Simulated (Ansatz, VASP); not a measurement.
**Mo: VASP beside Ansatz**

```
Mo
1.0
     2.73737    0.00000    0.00000
    -0.91246    2.58081    0.00000
     0.00000    0.00000   20.47010
Mo
3
Direct
  0.00000 0.00000 0.39477
  0.50000 0.50000 0.50000
  0.00000 0.00000 0.60523
```

Alike in both runs: functional PBE; k mesh 13 × 13 × 1; occupations fermi-dirac, width 0.1 eV; no spin polarisation.

Ansatz relaxed the structure, and its values are those at the end. VASP's run is a single point on that final structure, the one shown.

```csv
,VASP,Ansatz
version,VASP 6.6.1,Ansatz 0.2.0
potentials or method,"VASP PAW PBE potentials, release 64 (Mo_sv)","PAW with Ansatz's default frozen-core files, scalar-relativistic"
plane-wave cutoff (eV),520,420
valence electrons in the cell,42,42
```

```tsv
	VASP	Ansatz	Ansatz less VASP
rms of the force components (eV/Å)	0.013	0.001	-0.0121
```

With one functional, cell and mesh, what is left measures potentials, basis and numerics. Ansatz's warnings: stress scf threshold loose, xc potential rough in thin density.
